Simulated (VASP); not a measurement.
Input of a VASP 6.6.1 run:

File INCAR:

```
SYSTEM = Ho2Sb2N
  PREC = Accurate
  ENCUT = 600
  EDIFF = 1E-6
  ISMEAR = 0
  SIGMA = 0.1
  LREAL = .FALSE.
  LASPH = .TRUE.
  NELM = 200
  ALGO = Normal
  ISIF = 2
  LWAVE = .FALSE.
  LCHARG = .FALSE.
  GGA = PE
  NBANDS = 24
  GGA_COMPAT = .FALSE.
  LMAXMIX = 6
```

KPOINTS

```
Automatic mesh
0
G
  6 6 2
  0 0 0
```

POSCAR

```
Ho2Sb2N
1.0
    3.4694063218      0.0000000000      0.0000000000
   -1.7347031609      3.0045940107      0.0000000000
    0.0000000000      0.0000000000     11.3435385085
Ho Sb N
2 2 1
Direct
    0.3333333333      0.6666666667      0.3818781578
    0.6666666667      0.3333333333      0.6181218422
    0.3333333333      0.6666666667      0.8406183882
    0.6666666667      0.3333333333      0.1593816118
    0.0000000000      0.0000000000      0.5000000000
```

Potentials or basis: VASP PAW PBE potentials, release 64 (Ho_3, Sb, N), 4f in core.

Command:

```bash
$ cat potpaw_PBE.64/Ho_3/POTCAR potpaw_PBE.64/Sb/POTCAR potpaw_PBE.64/N/POTCAR > POTCAR
$ mpirun -np 1 vasp_std > vasp.out
```

(1) What does it give for the pressure?

(2) What does it give for the band gap on the k mesh?

Results:

(1) 0.6 GPa.

(2) zero (an odd number of electrons rules out a gap without spin polarisation).

Caveat: spin-orbit coupling is left out, which moves the levels of the heavy elements; this functional lacks dispersion, which binds layers or chains, so the pressure and a relaxed spacing across them are unreliable; the 4f electrons are frozen in the core, so they carry no moment and show no levels; the run has no spin polarisation, though such a crystal can be magnetic.
